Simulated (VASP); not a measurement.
Here is a VASP 6.6.1 calculation.

File INCAR:

```
SYSTEM = Zn2Cl3
  PREC = Accurate
  ENCUT = 600
  EDIFF = 1E-7
  ISMEAR = 0
  SIGMA = 0.1
  LREAL = .FALSE.
  LASPH = .TRUE.
  NELM = 100
  ALGO = Normal
  ISIF = 3
  LWAVE = .FALSE.
  LCHARG = .FALSE.
  GGA = PE
  IBRION = 2
  NSW = 90
  EDIFFG = -0.04
```

The input KPOINTS:

```
Automatic mesh
0
G
  6 6 4
  0 0 0
```

Contents of POSCAR:

```
Zn2Cl3
1.0
    4.5977888457      0.0000000000      0.0000000000
   -2.2988944228      3.9818019416      0.0000000000
    0.0000000000      0.0000000000      5.5514060225
Zn Cl
2 3
Direct
    0.3333333333      0.6666666667      0.1380000000
    0.6666666667      0.3333333333      0.8620000000
    0.0000000000      0.0000000000      0.0000000000
    0.3333333333      0.6666666667      0.6250000000
    0.6666666667      0.3333333333      0.3750000000
```

Potentials or basis: VASP PAW PBE potentials, release 64 (Zn, Cl).

Command:

```sh
$ cat potpaw_PBE.64/Zn/POTCAR potpaw_PBE.64/Cl/POTCAR > POTCAR
$ mpirun -np 1 vasp_std > vasp.out
```

Q: What does it give for the relaxed cell?

A: a = 5.239 Å, b = 5.239 Å, c = 4.757 Å, α = 90.00°, β = 90.00°, γ = 120.00°.

Q: What does it give for the space group after relaxing (to 0.05 Å)?

A: P-3m1 (No. 164).

Q: What does it give for the relaxed volume?

A: 22.62 Å³/atom.

Forces on the atoms (eV/Å):
```
Zn   0.000  0.000  0.003
Zn   0.000  0.000 -0.003
Cl   0.000  0.000  0.000
Cl   0.000  0.000  0.021
Cl   0.000  0.000 -0.021
```

Caveat: an odd number of electrons without spin polarisation forces a metal; a magnetic or distorted state may lie lower.
